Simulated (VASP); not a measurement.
Here is a VASP 6.6.1 calculation.

Contents of INCAR:

```
ALGO = Normal ; DIPOL = 0.5 0.5 0.502
EDIFF = 1E-6 ; ENCUT = 520
GGA = PE ; IDIPOL = 3
ISIF = 2 ; ISMEAR = 0
IVDW = 12 ; LASPH = T
LCHARG = F ; LDIPOL = T
LREAL = Auto ; LWAVE = F
NBANDS = 96 ; NELM = 80
PREC = Accurate ; SIGMA = 0.05
```

Contents of KPOINTS:

```
k-points
0
Gamma
  3 3 1
```

The input POSCAR:

```
BN
1.0
    7.5193142762      0.0000000000      0.0000000000
   -3.7596571381      6.5119171822      0.0000000000
    0.0000000000      0.0000000000     19.3084240696
B N
18 18
Direct
    0.2222222222      0.1111111111      0.4143269265
    0.2222222222      0.4444444444      0.4143269265
    0.2222222222      0.7777777778      0.4143269265
    0.5555555556      0.1111111111      0.4143269265
    0.5555555556      0.4444444444      0.4143269265
    0.5555555556      0.7777777778      0.4143269265
    0.8888888889      0.1111111111      0.4143269265
    0.8888888889      0.4444444444      0.4143269265
    0.8888888889      0.7777777778      0.4143269265
    0.1111111111      0.2222222222      0.5891576697
    0.1111111111      0.5555555556      0.5891576697
    0.1111111111      0.8888888889      0.5891576697
    0.4444444444      0.2222222222      0.5891576697
    0.4444444444      0.5555555556      0.5891576697
    0.4444444444      0.8888888889      0.5891576697
    0.7777777778      0.2222222222      0.5891576697
    0.7777777778      0.5555555556      0.5891576697
    0.7777777778      0.8888888889      0.5891576697
    0.1111111111      0.2222222222      0.4143269265
    0.1111111111      0.5555555556      0.4143269265
    0.1111111111      0.8888888889      0.4143269265
    0.4444444444      0.2222222222      0.4143269265
    0.4444444444      0.5555555556      0.4143269265
    0.4444444444      0.8888888889      0.4143269265
    0.7777777778      0.2222222222      0.4143269265
    0.7777777778      0.5555555556      0.4143269265
    0.7777777778      0.8888888889      0.4143269265
    0.2222222222      0.1111111111      0.5892828796
    0.2222222222      0.4444444444      0.5892828796
    0.2222222222      0.7777777778      0.5892828796
    0.5555555556      0.1111111111      0.5892828796
    0.5555555556      0.4444444444      0.5892828796
    0.5555555556      0.7777777778      0.5892828796
    0.8888888889      0.1111111111      0.5892828796
    0.8888888889      0.4444444444      0.5892828796
    0.8888888889      0.7777777778      0.5892828796
```

Potentials or basis: VASP PAW PBE potentials, release 64 (B, N).

The run is started by

```bash
$ cat potpaw_PBE.64/B/POTCAR potpaw_PBE.64/N/POTCAR > POTCAR
$ mpirun -np 1 vasp_std > vasp.out
```

(1) What does it give for the band gap on the k mesh?

(2) Predict the dispersion energy per atom.

(3) Estimate the largest force.

Answers

(1) 4.58 eV.

(2) -0.105 eV.

(3) 0.023 eV/Å.
